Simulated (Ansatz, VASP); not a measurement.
## Two plane-wave programs on Be

```xyz
8
Lattice="3.5740 -0.0006 0.0005 0.0007 4.3062 0.0047 -0.0007 -0.0049 4.4790" Properties=species:S:1:pos:R:3 pbc="T T T"
Be    0.8936    0.7177    0.4346
Be    0.8933    1.4317    2.6750
Be    0.8941    2.8718   -0.4305
Be    0.8938    3.5858    1.8097
Be    2.6808    1.4349   -0.4318
Be    2.6803    0.7158    1.8070
Be    2.6810    3.5870    0.4379
Be    2.6806    2.8680    2.6767
```

Change from the starting cell: cell x8, atoms moved at random (sigma 0.05 Å) and cell strained at random (1.5 %), then relaxed without symmetry.

Alike in both runs: functional PBE; k mesh 6 × 6 × 4; occupations gaussian, width 0.2 eV; no spin polarisation.

Ansatz relaxed the structure, and its values are those at the end. VASP's run is a single point on that final structure, the one shown.

```csv
,VASP,Ansatz
version,VASP 6.6.1,Ansatz 0.2.0
potentials or method,"VASP PAW PBE potentials, release 64 (Be), cutoff 520 eV","scalar-relativistic, plane waves, PAW"
valence electrons in the cell,16,16
```

Ansatz gave:

```
gap on the k mesh at the Fermi level (eV) : none
pressure (GPa)                            : -0.1
rms of the force components (eV/Å)        : 0.004
```

Task: Which values does VASP return?

Result: gap on the k mesh at the Fermi level (eV): none; pressure (GPa): 0.1; rms of the force components (eV/Å): 0.008.

A gap of «none» marks a metal or a gap that the smearing closes. The functional is the same, so the differences come from potentials, cutoffs and numerics.
